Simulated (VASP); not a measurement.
Write the native input for VASP 6.6.1 that does the following.

```
Task                   : single point
Functional             : b88 exchange, pbe correlation
Potentials or basis    : VASP PAW PBE potentials, release 64 (Hf_pv, Ge_d)
Cutoff                 : 500 eV
k mesh                 : 6 × 6 × 6
Occupations            : gaussian, width 0.025 eV
Spin                   : non-collinear spin, zero start, spin-orbit coupling
Starting moments       : [[0.0, 0.0, 0.0], [0.0, 0.0, 0.0]] μB
Dipole correction      : no
Further INCAR settings : ALGO = Normal; EDIFF = 1e-06; NBANDS = 36
```

The structure of HfGe lies in POSCAR:

```
HfGe
1.0
    3.5008378700      0.0000000000      0.0000000000
    0.0000000000      3.5008378700      0.0000000000
    0.0000000000      0.0000000000      3.5008378700
Hf Ge
1 1
Direct
    0.0000000000      0.0000000000      0.0000000000
    0.5000000000      0.5000000000      0.5000000000
```

The cell was generated, and may not be a known phase.

These files were run (other wordings do the same):

INCAR

```
PREC = Accurate ; ENCUT = 500
EDIFF = 1E-6 ; ISMEAR = 0
SIGMA = 0.025 ; LREAL = False
LASPH = True ; NELM = 200
ALGO = Normal ; ISIF = 2
LWAVE = False ; LCHARG = False
MAGMOM = 0 0 0 0 0 0 ; LORBIT = 11
LSORBIT = True ; GGA_COMPAT = False
LORBMOM = True ; LMAXMIX = 4
GGA = LIBXC ; LIBXC1 = GGA_X_B88
LIBXC2 = GGA_C_PBE ; NBANDS = 36
```

KPOINTS

```
Automatic mesh
0
Gamma
  6 6 6
```

Potentials or basis: VASP PAW PBE potentials, release 64 (Hf_pv, Ge_d).

Run with:

```sh
$ cat potpaw_PBE.64/Hf_pv/POTCAR potpaw_PBE.64/Ge_d/POTCAR > POTCAR
$ mpirun -np 1 vasp_ncl > vasp.out
```

It gave:

The pressure is -12.2 GPa and the net moment is 0.00 μB per cell. The valence electrons inside the program's atomic spheres are Hf 8.11; Ge 12.28.

Caveat: the cell stands under tension; the PAW data sets were made with another functional, which shifts forces and pressure a little.

Wall time 28 s on 1 thread of Intel(R) Xeon(R) 6975P-C (Granite Rapids) (shared host), peak memory 0.26 GiB.
